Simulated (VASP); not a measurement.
# BaTiO3 (C2/m) in VASP: notebook

Runs on BaTiO3. Level: PBEsol. Tasks: single point.

Everything below comes from runs of VASP 6.6.1. Logs are shortened: lines on timing, memory, paths and dates and some standing lists are left out, and cuts for length are marked.

### Step 1. The cell of the first run

Symmetry: C2/m, No. 12, monoclinic system. The conventional cell has a = 5.601 Å, b = 5.713 Å, c = 4.018 Å, α = 90.00°, β = 91.63°, γ = 90.00°. Within 3.7 Å of Ba (site symmetry 2/m) lie 12 O at 2.80 to 2.86 Å and 8 Ti at 3.40 to 3.49 Å. Ti (site symmetry 2/m) has 6 O at 2.00 to 2.01 Å within 2.7 Å. Within 2.9 Å of O (site symmetry 2/m) lie 2 Ti at 2.01 Å and 4 Ba at 2.80 to 2.86 Å and 8 O at 2.81 to 2.86 Å. Within 2.9 Å of O (site symmetry -1) lie 2 Ti at 2.00 Å and 8 O at 2.80 to 2.86 Å and 4 Ba at 2.81 to 2.86 Å.

### Step 2. Single point, PBEsol (equal xy, yz and zx shear strains of -2 %)

Contents of INCAR:

```
ALGO = Normal
EDIFF = 1E-6
ENCUT = 520
GGA = PS
ISIF = 2
ISMEAR = -1
LASPH = T
LCHARG = F
LREAL = F
LWAVE = F
NBANDS = 28
NELM = 60
PREC = Accurate
SIGMA = 0.03
```

Contents of KPOINTS:

```
k-points
0
Gamma
  7 7 7
```

Contents of POSCAR:

```
BaTiO3
1.0
    3.9998000000     -0.0399980000     -0.0399980000
   -0.0399980000      3.9998000000     -0.0399980000
   -0.0401800000     -0.0401800000      4.0180000000
Ba Ti O
1 1 3
Direct
    0.0000000000      0.0000000000      0.0000000000
    0.5000000000      0.5000000000      0.5000000000
    0.5000000000      0.5000000000      0.0000000000
    0.5000000000      0.0000000000      0.5000000000
    0.0000000000      0.5000000000      0.5000000000
```

Potentials or basis: VASP PAW PBE potentials, release 64 (Ba_sv, Ti_sv, O).

On the command line:

```sh
cat potpaw_PBE.64/Ba_sv/POTCAR potpaw_PBE.64/Ti_sv/POTCAR potpaw_PBE.64/O/POTCAR > POTCAR
mpirun -np 1 vasp_std > vasp.out
```

OUTCAR:

```text
EDIFF = 1E-6
   ENCUT = 520
   GGA = PS
   ISIF = 2
   ISMEAR = -1
   LASPH = T
   LREAL = F
   NELM = 60
   PREC = Accurate

 ion  position               nearest neighbor table
   1  0.000  0.000  0.000-   3 2.80   3 2.80   5 2.81   5 2.81   4 2.81   4 2.81   3 2.86   3 2.86
                             4 2.86   4 2.86   5 2.86   5 2.86   2 3.40   2 3.40   2 3.49   2 3.49
   2  0.500  0.500  0.500-   4 2.00   5 2.00   4 2.00   5 2.00   3 2.01   3 2.01   1 3.40   1 3.40
                             1 3.49   1 3.49   1 3.49   1 3.49   1 3.49   1 3.49
   3  0.500  0.500  0.000-   2 2.01   2 2.01   1 2.80   1 2.80   1 2.86   1 2.86
   4  0.500  0.000  0.500-   2 2.00   2 2.00   1 2.81   1 2.81   1 2.86   1 2.86
   5  0.000  0.500  0.500-   2 2.00   2 2.00   1 2.81   1 2.81   1 2.86   1 2.86

  LATTYP: Found a base centered monoclinic cell.
 ALAT       =     5.6005770344
 B/A-ratio  =     1.0200979445
 C/A-ratio  =     1.2140916598
 COS(beta)  =    -0.8068647163

  Lattice vectors:

 A1 = (  -3.9998000000,   0.0399980000,   0.0399980000)
 A2 = (   0.0399980000,  -3.9998000000,   0.0399980000)
 A3 = (   3.9196220000,   3.9196220000,   3.9380040000)

Analysis of symmetry for initial positions (statically):
=====================================================================
 Subroutine PRICEL returns:
 Original cell was already a primitive cell.

 Routine SETGRP: Setting up the symmetry group for a
 base centered monoclinic supercell.

 Subroutine GETGRP returns: Found  4 space group operations
 (whereof  4 operations were pure point group operations)
 out of a pool of  4 trial point group operations.

The static configuration has the point symmetry C_2h.

Analysis of symmetry for dynamics (positions and initial velocities):
=====================================================================
 Subroutine PRICEL returns:
 Original cell was already a primitive cell.

 Routine SETGRP: Setting up the symmetry group for a
 base centered monoclinic supercell.

 Subroutine GETGRP returns: Found  4 space group operations
 (whereof  4 operations were pure point group operations)
 out of a pool of  4 trial point group operations.

The dynamic configuration has the point symmetry C_2h.

 Subroutine INISYM returns: Found  4 space group operations
 (whereof  4 operations are pure point group operations),
 and found     1 'primitive' translations

----------------------------------------------------------------------------------------

                                     Primitive cell

  volume of cell :      64.2622

  direct lattice vectors                    reciprocal lattice vectors
     3.999800000 -0.039998000 -0.039998000     0.250063018  0.002525889  0.002525889
    -0.039998000  3.999800000 -0.039998000     0.002525889  0.250063018  0.002525889
    -0.040180000 -0.040180000  4.018000000     0.002514448  0.002514448  0.248930329

  length of vectors
     4.000199960  4.000199960  4.018401780     0.250088531  0.250088531  0.248955726

  position of ions in fractional coordinates (direct lattice)
     0.000000000  0.000000000  0.000000000
     0.500000000  0.500000000  0.500000000
     0.500000000  0.500000000  1.000000000
     0.500000000  1.000000000  0.500000000
     1.000000000  0.500000000  0.500000000

  ion indices of the primitive-cell ions
   primitive index   ion index
                 1           1
                 2           2
                 3           3
                 4           4
                 5           5

----------------------------------------------------------------------------------------

 KPOINTS: k-points

Automatic generation of k-mesh.
 Grid dimensions read from file:
 generate k-points for:    7    7    7

 Generating k-lattice:

  Cartesian coordinates                     Fractional coordinates (reciprocal lattice)
     0.035723288  0.000360841  0.000360841     0.142857143 -0.000000000 -0.000000000
     0.000360841  0.035723288  0.000360841    -0.000000000  0.142857143 -0.000000000
     0.000359207  0.000359207  0.035561476     0.000000000  0.000000000  0.142857143

  Length of vectors
     0.035726933  0.035726933  0.035565104

  Shift w.r.t. Gamma in fractional coordinates (k-lattice)
     0.000000000  0.000000000  0.000000000

 Subroutine IBZKPT returns following result:
 ===========================================

 Found    100 irreducible k-points:

 Following reciprocal coordinates:
            Coordinates               Weight
  0.000000  0.000000  0.000000      1.000000
  0.142857 -0.000000  0.000000      4.000000
  0.285714  0.000000 -0.000000      4.000000
  0.428571  0.000000  0.000000      4.000000
  0.142857  0.142857 -0.000000      2.000000
  0.285714  0.142857  0.000000      4.000000
[... 16 lines left out ...]
 -0.142857  0.000000  0.142857      4.000000
  0.142857  0.142857  0.142857      2.000000
 [... further k-points ...]
   k-points           NKPTS =    100   k-points in BZ     NKDIM =    100   number of bands    NBANDS=     28
   number of dos      NEDOS =    301   number of ions     NIONS =      5
   total plane-waves  NPLWV =  27000
   dimension x,y,z NGX =    30 NGY =   30 NGZ =   30
   dimension x,y,z NGXF=    60 NGYF=   60 NGZF=   60
   ions per type =               1   1   3
   NGX,Y,Z   is equivalent  to a cutoff of  12.47, 12.47, 12.41 a.u.
   NGXF,Y,Z  is equivalent  to a cutoff of  24.94, 24.94, 24.82 a.u.
 SYSTEM =  unknown system
   PREC   = accura    normal or accurate (medium, high low for compatibility)
   ISTART =      0    job   : 0-new  1-cont  2-samecut
   ICHARG =      2    charge: 1-file 2-atom 10-const
   ISPIN  =      1    spin polarized calculation?
   LNONCOLLINEAR =      F non collinear calculations
   LSORBIT =      F    spin-orbit coupling
   LASPH  =      T    aspherical Exc in radial PAW
   ENCUT  =  520.0 eV  38.22 Ry    6.18 a.u.   7.44  7.44  7.47*2*pi/ulx,y,z
   NELM   =     60;   NELMIN=  2; NELMDL= -5     # of ELM steps
   EDIFF  = 0.1E-05   stopping-criterion for ELM
   LREAL  =      F    real-space projection
   EDIFFG = 0.1E-04   stopping-criterion for IOM
   NSW    =      0    number of steps for IOM
   IBRION =     -1    ionic relax: 0-MD 1-quasi-New 2-CG
   NFREE  =      0    steps in history (QN), initial steepest desc. (CG)
   ISIF   =      2    stress and relaxation
   ISYM   =      2    0-nonsym 1-usesym 2-fastsym
   POTIM  = 0.5000    time-step for ionic-motion
   TEBEG  =    0.0;   TEEND  =   0.0 temperature during run
   PSTRESS=    0.0 pullay stress
   NELECT =      40.0000    total number of electrons
   NUPDOWN=      -1.0000    fix difference up-down
   EMIN   =  10.00;   EMAX   =-10.00  energy-range for DOS
   EFERMI =   0.00;   METHOD = LEGACY
   ISMEAR =    -1;   SIGMA  =   0.03  broadening in eV -4-tet -1-fermi 0-gaus
   EFERMI_NEDOS =   21; number of points for ismear=-14 and -15
   IALGO  =     38    algorithm
   IMIX   =      4    mixing-type and parameters
     AMIX     =   0.40;   BMIX     =  1.00
     AMIX_MAG =   1.60;   BMIX_MAG =  1.00
  volume/ion in A,a.u.               =      12.85        86.73
  Fermi-wavevector in a.u.,A,eV,Ry     =   1.397794  2.641447 26.583431  1.953827
  Thomas-Fermi vector in A             =   2.521015
   LORBIT       =      0    0 simple, 1 ext, 2 COOP (PROOUT), +10 PAW based schemes
   GGA     = PS    functional components
   LHFCALC =     F    Hartree Fock is set to
   AEXX    =    0.0000 exact exchange contribution
   IVDW    =     0    specifies the selected vdW correction
   LEPSILON=     F    determine dielectric tensor
   LRPA    =     F    only Hartree local field effects (RPA)
 non-spin polarized calculation
  energy-cutoff  :      520.00
  volume of cell :       64.26
 maximum number of plane-waves:      1755
 NGX is ok and might be reduce to    30
   NGX = 15   NGY = 15   NGZ = 15

 number of electron      39.9999971 magnetization

 Free energy of the ion-electron system (eV)
  ---------------------------------------------------
  ext. energy  EPLUGINS =         0.00000000
  ---------------------------------------------------
  free energy    TOTEN  =       -41.94346640 eV

  energy without entropy =      -41.94346640  energy(sigma->0) =      -41.94346640

 E-fermi :   4.3675     XC(G=0): -11.5056

 val. band max:        3.6410736902   @ k =   0.4286   0.4286   0.4286
 cond. band min:       5.2918543842   @ k =   0.0000   0.0000   0.0000
 fundamental gap:      1.6507806940
 Fermi energy:         4.3675252285

 k-point     1 :       0.0000    0.0000    0.0000
  band No.  band energies     occupation
      1     -52.7087      2.00000
      2     -29.0481      2.00000
      3     -29.0232      2.00000
      4     -29.0216      2.00000
      5     -21.0899      2.00000
      6     -13.1370      2.00000
[... 20 lines left out ...]
     27       8.6157      0.00000
     28      10.8156      0.00000

 k-point     2 :       0.1429   -0.0000    0.0000
  band No.  band energies     occupation
      1     -52.7085      2.00000
      2     -29.0524      2.00000
      3     -29.0284      2.00000
      4     -29.0215      2.00000
      5     -21.0672      2.00000
      6     -13.1471      2.00000
[... 20 lines left out ...]
     27       9.0089      0.00000
     28      11.3058      0.00000

 k-point     3 :       0.2857    0.0000   -0.0000
  band No.  band energies     occupation
      1     -52.7081      2.00000
      2     -29.0691      2.00000
      3     -29.0336      2.00000
      4     -29.0206      2.00000
      5     -21.0155      2.00000
      6     -13.2374      2.00000
[... 20 lines left out ...]
     27      10.0075      0.00000
     28      11.9379      0.00000

 k-point     4 :       0.4286    0.0000    0.0000
  band No.  band energies     occupation
      1     -52.7077      2.00000
      2     -29.0856      2.00000
      3     -29.0346      2.00000
      4     -29.0199      2.00000
      5     -20.9731      2.00000
      6     -13.3482      2.00000
[... 578 lines left out ...]
     27      10.3634      0.00000
     28      12.2174      0.00000

 k-point    23 :      -0.1429    0.0000    0.1429
  band No.  band energies     occupation
      1     -52.7083      2.00000
      2     -29.0544      2.00000
      3     -29.0319      2.00000
      4     -29.0247      2.00000
      5     -21.0476      2.00000
      6     -13.1362      2.00000
[... 20 lines left out ...]
     27       9.3803      0.00000
     28      11.6150      0.00000

 k-point    24 :       0.1429    0.1429    0.1429
  band No.  band energies     occupation
      1     -52.7081      2.00000
      2     -29.0575      2.00000
      3     -29.0325      2.00000
      4     -29.0305      2.00000
      5     -21.0246      2.00000
      6     -13.1188      2.00000
[... 20 lines left out ...]
     27       9.7093      0.00000
     28      11.4652      0.00000

 [... further k-points ...]

------------------------ aborting loop because EDIFF is reached ----------------------------------------

  FORCE on cell =-STRESS in cart. coord.  units (eV):
  Direction    XX          YY          ZZ          XY          YZ          ZX
  --------------------------------------------------------------------------------------
  -------------------------------------------------------------------------------------
  Total       -0.9516879     -0.9516879     -1.2922273      0.9999271      0.9962609      0.9962609
  in kB      -23.7273829    -23.7273829    -32.2176750     24.9300758     24.8386702     24.8386707
  external PRESSURE =     -26.5574802 kB  Pullay stress =       0.0000000 kB

 VOLUME and BASIS-vectors are now :
 -----------------------------------------------------------------------------
  energy-cutoff  :      520.00
  volume of cell :       64.26
      direct lattice vectors                 reciprocal lattice vectors
     3.999800000 -0.039998000 -0.039998000     0.250063018  0.002525889  0.002525889
    -0.039998000  3.999800000 -0.039998000     0.002525889  0.250063018  0.002525889
    -0.040180000 -0.040180000  4.018000000     0.002514448  0.002514448  0.248930329

 POSITION                                       TOTAL-FORCE (eV/Angst)
 -----------------------------------------------------------------------------------
      0.00000      0.00000      0.00000         0.000000     -0.000000     -0.000000
      1.95981      1.95981      1.96900         0.000000     -0.000000      0.000000
      1.97990      1.97990     -0.04000        -0.000000      0.000000      0.000000
      1.97981     -0.04009      1.98900         0.000000     -0.000000     -0.000000
     -0.04009      1.97981      1.98900         0.000000     -0.000000      0.000000
 -----------------------------------------------------------------------------------
    total drift:                                0.000000      0.000000     -0.000000

  FREE ENERGIE OF THE ION-ELECTRON SYSTEM (eV)
  ---------------------------------------------------
  free  energy   TOTEN  =       -41.9434664045 eV

  energy  without entropy=      -41.9434664045  energy(sigma->0) =      -41.94346640
```

It took 4.4 min on 1 thread of Intel Xeon 8259CL, shared host; peak memory 0.3 GiB.

What came out:

- Free energy: -41.9435 eV
- Pressure: -2.7 GPa
- Band gap on the k mesh: 1.65 eV

Stress tensor (GPa, compression positive):
```
-2.37  2.49  2.48
 2.49 -2.37  2.48
 2.48  2.48 -3.22
```

Levels at points of the mesh, in eV from the valence-band top:
| k point | band 16 | band 17 | band 18 | band 19 | band 20 | band 21 | band 22 | band 23 | band 24 | band 25 |
| --- | --- | --- | --- | --- | --- | --- | --- | --- | --- | --- |
| (0.00, 0.00, 0.00) | -1.04 | -1.03 | -0.17 | -0.16 | 0.00 | 1.65 | 1.75 | 1.76 | 3.93 | 3.97 |

Caveat: the cell differs from its parent crystal (equal xy, yz and zx shear strains of -2 %); the PAW data sets were made with another functional, which shifts forces and pressure a little; spin-orbit coupling is left out, which moves the levels of the heavy elements. A k mesh can miss the band edges.

(Continued in part 2 of 2.)
